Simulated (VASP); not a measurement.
Set up this calculation in VASP 6.6.1, as the native input.

- Task: single point
- Functional: PBE
- Potentials or basis: VASP PAW PBE potentials, release 64 (In_d, P)
- Cutoff: 520 eV
- k mesh: 18 × 18 × 18
- Occupations: gaussian, width 0.15 eV
- Spin: no spin polarisation
- Dipole correction: no
- Further INCAR settings: ALGO = Normal; EDIFF = 1e-06; NBANDS = 16

The structure of InP lies in POSCAR:

```
InP
1.0
    0.0000000000      2.8255636229      2.8809668312
    2.6039507897      0.0000000000      2.8809668312
    2.6039507897      2.8255636229      0.0000000000
In P
1 1
Direct
    0.0000000000      0.0000000000      0.0000000000
    0.5000000000      0.5000000000      0.5000000000
```

This cell differs from its parent crystal: strain +e along x and -e along y -0.0400, strain +e along z and -e/2 along x and y +0.0400.

The input as run:

INCAR

```
SYSTEM = InP
ALGO = Normal ; EDIFF = 1E-6
ENCUT = 520 ; GGA = PE
ISIF = 2 ; ISMEAR = 0
LASPH = .TRUE. ; LCHARG = .FALSE.
LREAL = .FALSE. ; LWAVE = .FALSE.
NBANDS = 16 ; NELM = 80
PREC = Accurate ; SIGMA = 0.15
```

KPOINTS

```
k-points
0
G
  18 18 18
  0 0 0
```

Potentials or basis: VASP PAW PBE potentials, release 64 (In_d, P).

Launch:

```sh
$ cat potpaw_PBE.64/In_d/POTCAR potpaw_PBE.64/P/POTCAR > POTCAR
$ mpirun -np 1 vasp_std > vasp.out
```

It gave:

```
Pressure               : 1.5 GPa
Band gap on the k mesh : zero (band 9 reaches 7.38 eV, above the bottom of band 10 at 4.56 eV)
```

Caveat: the cell differs from its parent crystal (strain +e along x and -e along y -0.0400, strain +e along z and -e/2 along x and y +0.0400); spin-orbit coupling is left out, which moves the levels of the heavy elements.

Wall time 7.8 min on 1 thread of Intel Xeon 6975P-C, with other jobs on the host, peak memory 0.65 GiB.
